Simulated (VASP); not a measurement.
# Co (Pm-3m) in VASP: further runs

Runs on Co. Level: PBE. Tasks: single point, relaxation of cell and atoms.

Program: VASP 6.6.1. These are calculated values, not measurements. Logs are shortened: lines on timing, memory, paths and dates and some standing lists are left out, and cuts for length are marked.

## Step 1: The cell of the first run

Symmetry: Pm-3m, No. 221, cubic system. The conventional cell has a = 2.340 Å, b = 2.340 Å, c = 2.340 Å, α = 90.00°, β = 90.00°, γ = 90.00°. Co (site symmetry m-3m) has 6 Co at 2.34 Å within 3.1 Å.

## Step 2: Single point, PBE, collinear spin, ferromagnetic start

INCAR reads:

```
PREC = Accurate
ENCUT = 520
EDIFF = 1E-6
ISMEAR = 0
SIGMA = 0.1
LREAL = False
LASPH = True
NELM = 150
ALGO = Normal
ISIF = 2
LWAVE = False
LCHARG = False
ISPIN = 2
MAGMOM = 2.09
LORBIT = 11
LMAXMIX = 4
GGA = PE
NBANDS = 14
```

KPOINTS reads:

```
regular mesh
0
Gamma
  24 24 24
```

POSCAR reads:

```
Co
1.0
    2.3404554595      0.0000000000      0.0000000000
    0.0000000000      2.3404554595      0.0000000000
    0.0000000000      0.0000000000      2.3404554595
Co
1
Direct
    0.5000000000      0.5000000000      0.5000000000
```

Potentials or basis: VASP PAW PBE potentials, release 64 (Co).

The run is started by

```bash
$ cat potpaw_PBE.64/Co/POTCAR > POTCAR
$ mpirun -np 1 vasp_std > vasp.out
```

OUTCAR:

```text
PREC = Accurate
   ENCUT = 520
   EDIFF = 1E-6
   ISMEAR = 0
   LREAL = False
   LASPH = True
   NELM = 150
   ISIF = 2
   ISPIN = 2
   LORBIT = 11
   GGA = PE

 ion  position               nearest neighbor table
   1  0.500  0.500  0.500-

  LATTYP: Found a simple cubic cell.
 ALAT       =     2.3404554595

  Lattice vectors:

 A1 = (   2.3404554595,   0.0000000000,   0.0000000000)
 A2 = (   0.0000000000,   2.3404554595,   0.0000000000)
 A3 = (   0.0000000000,   0.0000000000,   2.3404554595)

Analysis of symmetry for initial positions (statically):
=====================================================================
 Subroutine PRICEL returns:
 Original cell was already a primitive cell.

 Routine SETGRP: Setting up the symmetry group for a
 simple cubic supercell.

 Subroutine GETGRP returns: Found 48 space group operations
 (whereof 48 operations were pure point group operations)
 out of a pool of 48 trial point group operations.

The static configuration has the point symmetry O_h .

Analysis of symmetry for dynamics (positions and initial velocities):
=====================================================================
 Subroutine PRICEL returns:
 Original cell was already a primitive cell.

 Routine SETGRP: Setting up the symmetry group for a
 simple cubic supercell.

 Subroutine GETGRP returns: Found 48 space group operations
 (whereof 48 operations were pure point group operations)
 out of a pool of 48 trial point group operations.

The dynamic configuration has the point symmetry O_h .

Analysis of structural, dynamic, and magnetic symmetry:
=====================================================================
 Subroutine PRICEL returns:
 Original cell was already a primitive cell.

 Routine SETGRP: Setting up the symmetry group for a
 simple cubic supercell.

 Subroutine GETGRP returns: Found 48 space group operations
 (whereof 48 operations were pure point group operations)
 out of a pool of 48 trial point group operations.

The overall configuration has the point symmetry O_h .

 Subroutine INISYM returns: Found 48 space group operations
 (whereof 48 operations are pure point group operations),
 and found     1 'primitive' translations

----------------------------------------------------------------------------------------

                                     Primitive cell

  volume of cell :      12.8204

  direct lattice vectors                    reciprocal lattice vectors
[... 124 lines left out ...]
 number of electron       9.0000002 magnetization       1.8696385

 Free energy of the ion-electron system (eV)
  ---------------------------------------------------
  ext. energy  EPLUGINS =         0.00000000
  ---------------------------------------------------
  free energy    TOTEN  =        -6.27251492 eV

  energy without entropy =       -6.26446957  energy(sigma->0) =       -6.26849225

 E-fermi :   8.3695     XC(G=0): -12.3590

 val. band max:        8.3691816297   @ k =   0.4583   0.1667   0.0000
 cond. band min:       8.3731171272   @ k =   0.5000   0.3750   0.2917
 fundamental gap:      0.0039354975
 Fermi energy:         8.3694724147

 spin component 1

 k-point     1 :       0.0000    0.0000    0.0000
  band No.  band energies     occupation
      1       0.1436      1.00000
      2       4.0457      1.00000
      3       4.0457      1.00000
      4       7.1996      1.00000
      5       7.1996      1.00000
      6       7.1996      1.00000
      7      27.1807      0.00000
      8      27.1807      0.00000
      9      27.1807      0.00000
     10      31.0475      0.00000
     11      31.0475      0.00000
     12      35.3675      0.00000
     13      44.9963      0.00000
     14      48.3563      0.00000
[... 379 lines left out ...]
      3       5.9105      1.00000
      4       6.1280      1.00000
      5       7.0658      1.00000
      6       7.2769      1.00000
      7      12.0946      0.00000
      8      31.2985      0.00000
      9      33.2918      0.00000
     10      34.0996      0.00000
     11      34.2331      0.00000
     12      37.3332      0.00000
     13      37.6757      0.00000
     14      38.7200      0.00000

 [... further k-points ...]

 spin component 2

 k-point     1 :       0.0000    0.0000    0.0000
  band No.  band energies     occupation
      1       0.2926      1.00000
      2       5.3725      1.00000
      3       5.3725      1.00000
      4       9.5454      0.00000
      5       9.5454      0.00000
      6       9.5454      0.00000
      7      27.5650      0.00000
      8      27.5650      0.00000
      9      27.5650      0.00000
     10      31.3554      0.00000
     11      31.3554      0.00000
     12      35.3800      0.00000
     13      48.6141      0.00000
     14      48.9473      0.00000
[... 379 lines left out ...]
      3       6.9038      1.00000
      4       8.3089      0.80404
      5       8.4224      0.22714
      6       9.6333      0.00000
      7      13.1976      0.00000
      8      31.2475      0.00000
      9      33.4791      0.00000
     10      34.5828      0.00000
     11      34.6677      0.00000
     12      37.7201      0.00000
     13      38.0009      0.00000
     14      39.1870      0.00000

 [... further k-points ...]

------------------------ aborting loop because EDIFF is reached ----------------------------------------

  FORCE on cell =-STRESS in cart. coord.  units (eV):
  Direction    XX          YY          ZZ          XY          YZ          ZX
  --------------------------------------------------------------------------------------
  -------------------------------------------------------------------------------------
  Total       -0.0605427     -0.0605427     -0.0605427     -0.0000000     -0.0000000     -0.0000000
  in kB       -7.5660828     -7.5660828     -7.5660828     -0.0000000     -0.0000000     -0.0000000
  external PRESSURE =      -7.5660828 kB  Pullay stress =       0.0000000 kB

 VOLUME and BASIS-vectors are now :
 -----------------------------------------------------------------------------
  energy-cutoff  :      520.00
  volume of cell :       12.82
      direct lattice vectors                 reciprocal lattice vectors
     2.340455459  0.000000000  0.000000000     0.427267264  0.000000000  0.000000000
     0.000000000  2.340455459  0.000000000     0.000000000  0.427267264  0.000000000
     0.000000000  0.000000000  2.340455459     0.000000000  0.000000000  0.427267264

 POSITION                                       TOTAL-FORCE (eV/Angst)
 -----------------------------------------------------------------------------------
      1.17023      1.17023      1.17023         0.000000      0.000000      0.000000
 -----------------------------------------------------------------------------------
    total drift:                                0.000000     -0.000000      0.000000

  FREE ENERGIE OF THE ION-ELECTRON SYSTEM (eV)
  ---------------------------------------------------
  free  energy   TOTEN  =        -6.2725149246 eV

  energy  without entropy=       -6.2644695683  energy(sigma->0) =       -6.26849225

 total charge

# of ion       s       p       d       tot
------------------------------------------
    1        0.493   0.405   7.265   8.163

 magnetization (x)

# of ion       s       p       d       tot
------------------------------------------
    1        0.006  -0.007   1.879   1.879
```

OSZICAR:

```text
N       E                     dE             d eps       ncg     rms          rms(c)
DAV:   1     0.280515185755E+02    0.28052E+02   -0.41281E+03 26632   0.780E+02
DAV:   2    -0.572696019710E+01   -0.33778E+02   -0.31219E+02 27580   0.141E+02
DAV:   3    -0.700119741835E+01   -0.12742E+01   -0.12629E+01 31078   0.287E+01
DAV:   4    -0.701185722138E+01   -0.10660E-01   -0.10657E-01 31462   0.244E+00
DAV:   5    -0.701208470821E+01   -0.22749E-03   -0.22748E-03 32662   0.335E-01    0.875E+00
DAV:   6    -0.648715332511E+01    0.52493E+00   -0.10085E+01 35056   0.366E+01    0.528E+00
DAV:   7    -0.628278771934E+01    0.20437E+00   -0.15166E+00 32856   0.130E+01    0.252E+00
DAV:   8    -0.627767648675E+01    0.51112E-02   -0.12190E-02 31098   0.704E-01    0.130E+00
DAV:   9    -0.627236886560E+01    0.53076E-02   -0.64833E-03 35824   0.546E-01    0.294E-01
DAV:  10    -0.627246664789E+01   -0.97782E-04   -0.50039E-04 36848   0.164E-01    0.938E-02
DAV:  11    -0.627251455972E+01   -0.47912E-04   -0.19045E-04 35538   0.108E-01    0.364E-02
DAV:  12    -0.627251492456E+01   -0.36484E-06   -0.33927E-06 30406   0.153E-02
   1 F= -.62725149E+01 E0= -.62684922E+01  d E =-.804536E-02  mag=     1.8717
```

Wall time 2.4 min (1 thread of Oxide Virtual Turin-like, shared host); peak memory 0.19 GiB.

What came out:

| Item | Value |
| --- | --- |
| Free energy | -6.2725 eV |
| Pressure | -0.8 GPa |
| Net moment | 1.87 μB per cell |
| Site moments | Co +1.88 μB |
| Valence electrons inside the program's atomic spheres | Co 8.16 |

## Step 3: Relaxation of cell and atoms, PBE, collinear spin, ferromagnetic start

This run uses another cell than the first one, of 12.77 Å³/atom, 0.996 times its volume.

INCAR reads:

```
SYSTEM = Co
PREC = Accurate ; ENCUT = 600
EDIFF = 1E-7 ; ISMEAR = 0
SIGMA = 0.1 ; LREAL = .FALSE.
LASPH = .TRUE. ; NELM = 150
ALGO = Fast ; ISIF = 3
LWAVE = .FALSE. ; LCHARG = .FALSE.
ISPIN = 2 ; MAGMOM = 2.09
LORBIT = 11 ; LMAXMIX = 4
GGA = PE ; IBRION = 2
NSW = 100 ; EDIFFG = -0.01
```

KPOINTS reads:

```
Automatic mesh
0
G
  24 24 24
  0 0 0
```

POSCAR reads:

```
Co
1.0
    2.3374297807      0.0000000000      0.0000000000
    0.0000000000      2.3374297807      0.0000000000
    0.0000000000      0.0000000000      2.3374297807
Co
1
Direct
    0.5000000000      0.5000000000      0.5000000000
```

Potentials or basis: VASP PAW PBE potentials, release 64 (Co).

The run is started by

```bash
$ cat potpaw_PBE.64/Co/POTCAR > POTCAR
$ mpirun -np 1 vasp_std > vasp.out
```

OUTCAR:

```text
SYSTEM = Co
   PREC = Accurate
   ENCUT = 600
   EDIFF = 1E-7
   ISMEAR = 0
   LREAL = .FALSE.
   LASPH = .TRUE.
   NELM = 150
   ISIF = 3
   ISPIN = 2
   LORBIT = 11
   GGA = PE
   IBRION = 2
   NSW = 100
   EDIFFG = -0.01

 ion  position               nearest neighbor table
   1  0.500  0.500  0.500-

  LATTYP: Found a simple cubic cell.
 ALAT       =     2.3374297807

  Lattice vectors:

[... 833 lines left out ...]
  --------------------------------------------------------------------------------------
  -------------------------------------------------------------------------------------
  Total        0.0098110      0.0098110      0.0098110      0.0000000      0.0000000      0.0000000
  in kB        1.2342734      1.2342734      1.2342734      0.0000000      0.0000000      0.0000000
  external PRESSURE =       1.2342734 kB  Pullay stress =       0.0000000 kB

 VOLUME and BASIS-vectors are now :
 -----------------------------------------------------------------------------
  energy-cutoff  :      600.00
  volume of cell :       12.74
      direct lattice vectors                 reciprocal lattice vectors
     2.335269209 -0.000000000  0.000000000     0.428216154 -0.000000000  0.000000000
     0.000000000  2.335269209 -0.000000000     0.000000000  0.428216154 -0.000000000
    -0.000000000  0.000000000  2.335269209    -0.000000000  0.000000000  0.428216154

 POSITION                                       TOTAL-FORCE (eV/Angst)
 -----------------------------------------------------------------------------------
      1.16763      1.16763      1.16763        -0.000000     -0.000000      0.000000
 -----------------------------------------------------------------------------------
    total drift:                               -0.000000      0.000000      0.000000

  FREE ENERGIE OF THE ION-ELECTRON SYSTEM (eV)
  ---------------------------------------------------
  free  energy   TOTEN  =        -6.2723832987 eV

  energy  without entropy=       -6.2642994884  energy(sigma->0) =       -6.26834139

 reached required accuracy - stopping structural energy minimisation

 total charge

# of ion       s       p       d       tot
------------------------------------------
    1        0.495   0.409   7.269   8.173

 magnetization (x)

# of ion       s       p       d       tot
------------------------------------------
    1        0.006  -0.007   1.872   1.872
```

Wall time 2.4 min (1 thread of Oxide Virtual Turin-like, shared host); peak memory 0.19 GiB.

What came out:

- Free energy: -6.2724 eV
- Relaxed volume: 12.74 Å³/atom
- Relaxed cell: a = 2.335 Å, b = 2.335 Å, c = 2.335 Å, α = 90.00°, β = 90.00°, γ = 90.00°
- Space group after relaxing (to 0.05 Å): Pm-3m (No. 221)
- Energy gained by relaxing: 0.0 meV/atom
- Ionic steps: 2
- Pressure after relaxing: 0.1 GPa
- Net moment: 1.86 μB per cell
- Site moments: Co +1.87 μB
- Valence electrons inside the program's atomic spheres: Co 8.17

Final structure:
```
Co
1.0
     2.33527    0.00000    0.00000
     0.00000    2.33527    0.00000
     0.00000    0.00000    2.33527
Co
1
Direct
  0.50000 0.50000 0.50000
```
